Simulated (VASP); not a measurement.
Ni:

```
Ni
1.0
     0.00000    1.76775    1.76775
     1.76775    0.00000    1.76775
     1.76775    1.76775    0.00000
Ni
1
Direct
  0.00000 0.00000 0.00000
```

Base run:

* Program: VASP 6.6.1
* Functional: PBE
* Potentials or basis: VASP PAW PBE potentials, release 64 (Ni)
* Cutoff: 520 eV
* k mesh: 14 × 14 × 14
* Occupations: gaussian, width 0.1 eV
* Spin: collinear spin, ferromagnetic start
* Starting moments: [0.95] μB
* Fixed moment: 0.95 μB

Its results: pressure -0.2 GPa; site moments Ni +0.95 μB.

Problem. The run is repeated on the same cell with these changes: fixed moment from 0.95 μB to 0.71 μB; moments at the start from [0.95] to [0.71]. What comes out?

Solution. Pressure -2.2 GPa; site moments Ni +0.72 μB.

Caveats: the total moment is fixed, so each spin has its own Fermi level.
